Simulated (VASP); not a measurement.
# Re (P2_1/m) in VASP: a series of runs

Runs on Re. Level: PBE. Tasks: single point.

All numbers are computed with VASP 6.6.1; they aren't measurements. Logs are shortened: lines on timing, memory, paths and dates and some standing lists are left out, and cuts for length are marked.

### Step 1. The cell of the first run

The typed cell holds 2 atoms: a = 2.765 Å, b = 2.765 Å, c = 4.474 Å, α = 90.00°, β = 90.00°, γ = 120.00°.

### Step 2. Single point, PBE

File INCAR:

```
SYSTEM = Re
ALGO = Normal
EDIFF = 1E-7
ENCUT = 520
GGA = PE
ISIF = 2
ISMEAR = -1
LASPH = .True.
LCHARG = .False.
LREAL = .False.
LWAVE = .False.
NBANDS = 14
NELM = 100
PREC = Accurate
SIGMA = 0.05
```

File KPOINTS:

```
k-points
0
Gamma
  9 9 5
  0 0 0
```

File POSCAR:

```
Re
1.0
    2.7653363785      0.0000000000      0.0000000000
   -1.3826681893      2.3948515538      0.0000000000
    0.0000000000      0.0000000000      4.4735766300
Re
2
Direct
    0.2792384016      0.6251544058      0.2499999648
    0.7207614548      0.6248454096      0.7499998944
```

Potentials or basis: VASP PAW PBE potentials, release 64 (Re).

The run is started by

```console
$ cat potpaw_PBE.64/Re/POTCAR > POTCAR
$ mpirun -np 1 vasp_std > vasp.out
```

OUTCAR:

```text
SYSTEM = Re
   EDIFF = 1E-7
   ENCUT = 520
   GGA = PE
   ISIF = 2
   ISMEAR = -1
   LASPH = .True.
   LREAL = .False.
   NELM = 100
   PREC = Accurate

 ion  position               nearest neighbor table
   1  0.279  0.625  0.250-   2 2.55   2 2.55   2 2.72   2 2.72   2 3.28   2 3.28   2 3.28   2 3.28

   2  0.721  0.625  0.750-   1 2.55   1 2.55   1 2.72   1 2.72   1 3.28   1 3.28   1 3.28   1 3.28

  LATTYP: Found a hexagonal cell.
 ALAT       =     2.7653363785
 C/A-ratio  =     1.6177332583

  Lattice vectors:

 A1 = (   2.7653363785,   0.0000000000,   0.0000000000)
 A2 = (  -1.3826681893,   2.3948515538,   0.0000000000)
 A3 = (   0.0000000000,   0.0000000000,   4.4735766300)

Analysis of symmetry for initial positions (statically):
=====================================================================
 Subroutine PRICEL returns:
 Original cell was already a primitive cell.

 Routine SETGRP: Setting up the symmetry group for a
 hexagonal supercell.

 Subroutine GETGRP returns: Found  4 space group operations
 (whereof  1 operations were pure point group operations)
 out of a pool of 24 trial point group operations.

The static configuration has the point symmetry C_1 .
 The point group associated with its full space group is C_2h.

Analysis of symmetry for dynamics (positions and initial velocities):
=====================================================================
 Subroutine PRICEL returns:
 Original cell was already a primitive cell.

 Routine SETGRP: Setting up the symmetry group for a
 hexagonal supercell.

 Subroutine GETGRP returns: Found  4 space group operations
 (whereof  1 operations were pure point group operations)
 out of a pool of 24 trial point group operations.

The dynamic configuration has the point symmetry C_1 .
 The point group associated with its full space group is C_2h.

 Subroutine INISYM returns: Found  4 space group operations
 (whereof  1 operations are pure point group operations),
 and found     1 'primitive' translations

----------------------------------------------------------------------------------------

                                     Primitive cell

  volume of cell :      29.6266

  direct lattice vectors                    reciprocal lattice vectors
[... 88 lines left out ...]
   LREAL  =      F    real-space projection
   EDIFFG = 0.1E-05   stopping-criterion for IOM
   NSW    =      0    number of steps for IOM
   IBRION =     -1    ionic relax: 0-MD 1-quasi-New 2-CG
   NFREE  =      0    steps in history (QN), initial steepest desc. (CG)
   ISIF   =      2    stress and relaxation
   ISYM   =      2    0-nonsym 1-usesym 2-fastsym
   POTIM  = 0.5000    time-step for ionic-motion
   TEBEG  =    0.0;   TEEND  =   0.0 temperature during run
   PSTRESS=    0.0 pullay stress
   NELECT =      14.0000    total number of electrons
   NUPDOWN=      -1.0000    fix difference up-down
   EMIN   =  10.00;   EMAX   =-10.00  energy-range for DOS
   EFERMI =   0.00;   METHOD = LEGACY
   ISMEAR =    -1;   SIGMA  =   0.05  broadening in eV -4-tet -1-fermi 0-gaus
   EFERMI_NEDOS =   21; number of points for ismear=-14 and -15
   IALGO  =     38    algorithm
   IMIX   =      4    mixing-type and parameters
     AMIX     =   0.40;   BMIX     =  1.00
     AMIX_MAG =   1.60;   BMIX_MAG =  1.00
  volume/ion in A,a.u.               =      14.81        99.96
  Fermi-wavevector in a.u.,A,eV,Ry     =   1.275138  2.409661 22.122743  1.625976
  Thomas-Fermi vector in A             =   2.407867
   LORBIT       =      0    0 simple, 1 ext, 2 COOP (PROOUT), +10 PAW based schemes
   GGA     = PE    functional components
   LHFCALC =     F    Hartree Fock is set to
   AEXX    =    0.0000 exact exchange contribution
   IVDW    =     0    specifies the selected vdW correction
   LEPSILON=     F    determine dielectric tensor
   LRPA    =     F    only Hartree local field effects (RPA)
 non-spin polarized calculation
  energy-cutoff  :      520.00
  volume of cell :       29.63
 maximum number of plane-waves:       814
 NGX is ok and might be reduce to    24
   NGX = 11   NGY = 11   NGZ = 17

 number of electron      14.0000001 magnetization

 Free energy of the ion-electron system (eV)
  ---------------------------------------------------
  ext. energy  EPLUGINS =         0.00000000
  ---------------------------------------------------
  free energy    TOTEN  =       -24.02681527 eV

  energy without entropy =      -24.01156818  energy(sigma->0) =      -24.01919173

 E-fermi :   8.4997     XC(G=0): -13.6713

 val. band max:        8.4951395033   @ k =  -0.3333   0.3333   0.2000
 cond. band min:       8.5005158807   @ k =   0.3333  -0.0000   0.2000
 fundamental gap:      0.0053763774
 Fermi energy:         8.4997427093

 k-point     1 :       0.0000    0.0000    0.0000
  band No.  band energies     occupation
      1      -1.9870      2.00000
      2       1.3567      2.00000
      3       4.5507      2.00000
      4       5.9469      2.00000
      5       6.6963      2.00000
      6       7.1679      2.00000
      7       7.6926      2.00000
      8       7.7203      2.00000
      9       8.3900      1.79965
     10       8.5454      0.57307
     11      10.7661      0.00000
     12      13.0878      0.00000
     13      18.8396      0.00000
     14      21.6330      0.00000
[... 377 lines left out ...]
      1       1.3862      2.00000
      2       2.0106      2.00000
      3       2.4707      2.00000
      4       5.3496      2.00000
      5       5.7449      2.00000
      6       7.8510      2.00000
      7       8.6029      0.22556
      8      10.0686      0.00000
      9      11.0015      0.00000
     10      11.8361      0.00000
     11      12.3878      0.00000
     12      16.9973      0.00000
     13      17.0138      0.00000
     14      18.0417      0.00000

 [... further k-points ...]
[... 5 lines left out ...]
  --------------------------------------------------------------------------------------
  -------------------------------------------------------------------------------------
  Total        4.8542925     -1.6626275      3.6862755      0.0060226      0.0000000      0.0000000
  in kB      262.5155789    -89.9133301    199.3503162      0.3256966      0.0000000      0.0000000
  external PRESSURE =     123.9841884 kB  Pullay stress =       0.0000000 kB

 VOLUME and BASIS-vectors are now :
 -----------------------------------------------------------------------------
  energy-cutoff  :      520.00
  volume of cell :       29.63
      direct lattice vectors                 reciprocal lattice vectors
     2.765336378  0.000000000  0.000000000     0.361619660  0.208781208  0.000000000
    -1.382668189  2.394851554  0.000000000     0.000000000  0.417562416  0.000000000
     0.000000000  0.000000000  4.473576630     0.000000000  0.000000000  0.223534787

 POSITION                                       TOTAL-FORCE (eV/Angst)
 -----------------------------------------------------------------------------------
     -0.09219      1.49715      1.11839         0.050325      0.010910     -0.000000
      1.12919      1.49641      3.35518        -0.050325     -0.010910      0.000000
 -----------------------------------------------------------------------------------
    total drift:                                0.000007      0.000000      0.000014

  FREE ENERGIE OF THE ION-ELECTRON SYSTEM (eV)
  ---------------------------------------------------
  free  energy   TOTEN  =       -24.0268152748 eV

  energy  without entropy=      -24.0115681845  energy(sigma->0) =      -24.01919173
```

OSZICAR:

```text
N       E                     dE             d eps       ncg     rms          rms(c)
DAV:   1     0.202034643966E+02    0.20203E+02   -0.67068E+03  6880   0.124E+03
DAV:   2    -0.242817531057E+02   -0.44485E+02   -0.38914E+02  5578   0.279E+02
DAV:   3    -0.253495499583E+02   -0.10678E+01   -0.10397E+01  5382   0.454E+01
DAV:   4    -0.253609285075E+02   -0.11379E-01   -0.11369E-01  5242   0.310E+00
DAV:   5    -0.253611402107E+02   -0.21170E-03   -0.21166E-03  5338   0.797E-01    0.428E+01
DAV:   6    -0.243806838641E+02    0.98046E+00   -0.68762E-01  5880   0.231E+01    0.182E+01
DAV:   7    -0.240380038648E+02    0.34268E+00   -0.52966E-01  6046   0.197E+01    0.625E-01
DAV:   8    -0.240277109650E+02    0.10293E-01   -0.70145E-03  5226   0.658E-01    0.169E-01
DAV:   9    -0.240267963348E+02    0.91463E-03   -0.74778E-04  6450   0.344E-01    0.386E-02
DAV:  10    -0.240268145333E+02   -0.18199E-04   -0.39875E-05  5358   0.610E-02    0.928E-03
DAV:  11    -0.240268155105E+02   -0.97725E-06   -0.81156E-07  5296   0.145E-02    0.381E-03
DAV:  12    -0.240268153365E+02    0.17401E-06   -0.11290E-07  3434   0.792E-03    0.852E-04
DAV:  13    -0.240268152748E+02    0.61716E-07   -0.29660E-08  2976   0.518E-03
   1 F= -.24026815E+02 E0= -.24019192E+02  d E =-.152471E-01
```

stdout:

```text
POSCAR found type information on POSCAR Re
 POSCAR found :  1 types and       2 ions
 scaLAPACK will be used
 LDA part: xc-table for (Slater+PW92), standard interpolation
 POSCAR, INCAR and KPOINTS ok, starting setup
 FFT: planning ... GRIDC
 FFT: planning ... GRID_SOFT
 FFT: planning ... GRID
 WAVECAR not read
 entering main loop
```

It took 26 s on 1 thread of Intel Xeon Platinum 8488C (Sapphire Rapids), shared host; peak memory 0.18 GiB.

What came out:

- Free energy: -24.0268 eV
- Pressure: 12.4 GPa
- Largest force: 0.051 eV/Å
- Band gap on the k mesh: zero (band 7 reaches 10.66 eV, above the bottom of band 8 at 6.99 eV)

Forces on the atoms (eV/Å):
```
Re   0.050  0.011  0.000
Re  -0.050 -0.011  0.000
```

Caveat: spin-orbit coupling is left out, which moves the levels of the heavy elements.

### Step 3. Single point, PBE

File INCAR:

```
PREC = Accurate
ENCUT = 520
EDIFF = 1E-6
ISMEAR = -1
SIGMA = 0.05
LREAL = F
LASPH = T
NELM = 100
ALGO = Normal
ISIF = 2
LWAVE = F
LCHARG = F
GGA = PE
NBANDS = 14
```

File KPOINTS:

```
Automatic mesh
0
Gamma
  9 9 5
```

File POSCAR:

```
Re
1.0
    2.7653363785      0.0000000000      0.0000000000
   -1.3826681893      2.3948515538      0.0000000000
    0.0000000000      0.0000000000      4.4735766300
Re
2
Direct
    0.2735831526      0.6476618551      0.2499999648
    0.7264167846      1.1023380534      0.7499998944
```

Potentials or basis: VASP PAW PBE potentials, release 64 (Re).

The run is started by

```console
$ cat potpaw_PBE.64/Re/POTCAR > POTCAR
$ mpirun -np 1 vasp_std > vasp.out
```

Wall time 23 s (1 thread of Intel Xeon Platinum 8488C (Sapphire Rapids), shared host); peak memory 0.18 GiB.

It converged, with:

```
Free energy            : -24.0244 eV
Pressure               : 11.9 GPa
Largest force          : 0.119 eV/Å
Band gap on the k mesh : zero (band 7 reaches 10.63 eV, above the bottom of band 8 at 6.99 eV)
```

Forces in eV/Å, atoms in the order of the input:
```
Re   0.105  0.057  0.000
Re  -0.105 -0.057  0.000
```

Stress tensor (GPa, compression positive):
```
-1.10 15.77  0.00
15.77 16.77  0.00
 0.00  0.00 20.09
```

Levels at points of the mesh, in eV from the Fermi level:
| k point | band 4 | band 5 | band 6 | band 7 | band 8 | band 9 | band 10 | band 11 |
| --- | --- | --- | --- | --- | --- | --- | --- | --- |
| (0.00, 0.00, 0.00) | -2.58 | -1.86 | -1.34 | -0.79 | -0.74 | -0.13 | 0.06 | 2.22 |

Caveat: spin-orbit coupling is left out, which moves the levels of the heavy elements.
